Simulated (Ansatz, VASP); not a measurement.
**One calculation of Be4Te, two programs**

File INCAR:

```
  PREC = Accurate
  ENCUT = 600
  EDIFF = 1E-7
  ISMEAR = 0
  SIGMA = 0.1
  LREAL = F
  LASPH = T
  NELM = 80
  ALGO = Normal
  ISIF = 3
  LWAVE = F
  LCHARG = F
  GGA = PE
  IBRION = 2
  NSW = 90
  EDIFFG = -0.04
```

The input KPOINTS:

```
Automatic mesh
0
Gamma
  6 6 4
```

Contents of POSCAR:

```
Be4Te
1.0
    4.1531261400      0.0000000000      0.0000000000
   -2.0765630700      3.5967127400      0.0000000000
    0.0000000000      0.0000000000      4.4550638200
Be Te
4 1
Direct
    0.1350542700      0.8649457300      0.0000000000
    0.1350542700      0.2701085500      0.0000000000
    0.7298914500      0.8649457300      0.0000000000
    0.6666666700      0.3333333300      0.0000000000
    0.6666666700      0.3333333300      0.5000000000
```

Input for Ansatz:

```yaml
crystal:
  lattice:
    - [4.15312614, 0.0, 0.0]
    - [-2.07656307, 3.59671274, 0.0]
    - [0.0, 0.0, 4.45506382]
  atoms:
    - { symbol: Be, position: [0.13505427, 0.86494573, 0.0] }
    - { symbol: Be, position: [0.13505427, 0.27010855, 0.0] }
    - { symbol: Be, position: [0.72989145, 0.86494573, 0.0] }
    - { symbol: Be, position: [0.66666667, 0.33333333, 0.0] }
    - { symbol: Te, position: [0.66666667, 0.33333333, 0.5] }
basis:
  ecutwfc: 420
kpoints:
  mp_grid: { grid: [6, 6, 4] }
hamiltonian:
  xc: pbe
scf:
  occupations: { method: gaussian, width: 0.1 }
  lower_state_search: "off"
output:
  forces: true
  stress: true
  eigenvalues: true
relax:
  adjacent_minimum: "off"
  f_tol: 0.04
  max_steps: 70
  cell: { stress_tol: 0.4 }
```

Alike in both runs: task relaxation of cell and atoms; functional PBE; k mesh 6 × 6 × 4; occupations gaussian, width 0.1 eV; no spin polarisation.

|  | VASP | Ansatz |
| --- | --- | --- |
| version | VASP 6.6.1 | Ansatz 0.2.0 |
| potentials or method | VASP PAW PBE potentials, release 64 (Be, Te), cutoff 600 eV | scalar-relativistic, plane waves, PAW |
| valence electrons in the cell | 14 | 24 |

```tsv
	VASP	Ansatz	Ansatz less VASP
gap on the k mesh at the Fermi level, each at its own relaxed structure (eV)	none	none	-
relaxed volume (Å³/atom)	16.00	15.92	-0.078
relaxed length of the cell vector where the two differ most in proportion (Å)	4.295	4.287	-0.0081
```

A gap of «none» marks a metal or a gap that the smearing closes. VASP's potentials hold 14 valence electrons a cell and Ansatz's 24, so a difference there can come from the potentials and not from the codes.

Spin-orbit coupling is off throughout. Noted on VASP's run: the volume moved by over 15 % at a fixed basis, so the end points are rough.
